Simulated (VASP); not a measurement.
**Sc3F: relaxation of cell and atoms with r2SCAN**

Sc3F:

```
Sc F
1.0
     4.06117    0.00000    0.00000
     0.00000    4.06117    0.00000
     0.00000    0.00000    4.06117
Sc F
3 1
Direct
  0.00000 0.50000 0.50000
  0.50000 0.00000 0.50000
  0.50000 0.50000 0.00000
  0.00000 0.00000 0.00000
```

```json
{
  "Program": "VASP 6.6.1",
  "Task": "relaxation of cell and atoms",
  "Functional": "r2SCAN",
  "Potentials or basis": "VASP PAW PBE potentials, release 64 (Sc_sv, F)",
  "Cutoff": "600 eV",
  "k mesh": "4 × 4 × 4",
  "Occupations": "gaussian, width 0.1 eV",
  "Spin": "no spin polarisation",
  "Dipole correction": "no",
  "Further INCAR settings": "ALGO = Normal; EDIFF = 1e-06; IBRION = 2; EDIFFG = -0.04; NSW = 90; ISIF = 3"
}
```

| Item | Value |
| --- | --- |
| Relaxed volume | 21.97 Å³/atom |
| Relaxed cell | a = 4.446 Å, b = 4.446 Å, c = 4.446 Å, α = 90.00°, β = 90.00°, γ = 90.00° |
| Space group after relaxing (to 0.05 Å) | Pm-3m (No. 221) |
| Energy gained by relaxing | 223.8 meV/atom |
| Ionic steps | 3 |
| Pressure after relaxing | -0.2 GPa |
| Band gap on the k mesh | zero (band 20 reaches 3.63 eV, above the bottom of band 21 at 3.19 eV) |

The path:
| step | energy change (eV) | largest force (eV/Å) | pressure (GPa) | volume (Å³) |
| --- | --- | --- | --- | --- |
| 1 | 0.0000 | 0.0000 | 16.95 | 66.98 |
| 2 | -0.8901 | 0.0000 | 0.91 | 85.67 |
| 3 | -0.8954 | 0.0000 | -0.15 | 87.87 |

Final structure:
```
Sc F
1.0
     4.44577    0.00000    0.00000
     0.00000    4.44577    0.00000
     0.00000    0.00000    4.44577
Sc F
3 1
Cartesian
  0.0000 2.2229 2.2229
  2.2229 0.0000 2.2229
  2.2229 2.2229 0.0000
  0.0000 0.0000 0.0000
```

Levels at points of the mesh, in eV from the Fermi level:
| k point | band 18 | band 19 | band 20 | band 21 | band 22 | band 23 |
| --- | --- | --- | --- | --- | --- | --- |
| (0.00, 0.00, 0.00) | -1.21 | -0.75 | -0.75 | -0.34 | -0.34 | -0.34 |
| (0.50, 0.00, 0.00) | -1.52 | -0.16 | 0.00 | 0.43 | 0.88 | 0.88 |
| (0.50, 0.50, 0.00) | -0.58 | -0.58 | 0.10 | 0.41 | 0.84 | 0.84 |
| (0.50, 0.50, 0.50) | -1.40 | -1.40 | -0.14 | 0.20 | 1.28 | 1.28 |

Wall time 2.2 min on 1 thread of Intel(R) Xeon(R) Platinum 8488C (Sapphire Rapids) (shared host), peak memory 0.2 GiB.

Caveat: the k points lie up to 0.35 Å⁻¹ apart in the final cell; the volume moved by over 15 % at a fixed basis, so the end points are rough; the PAW data sets were made with another functional, which shifts forces and pressure a little.
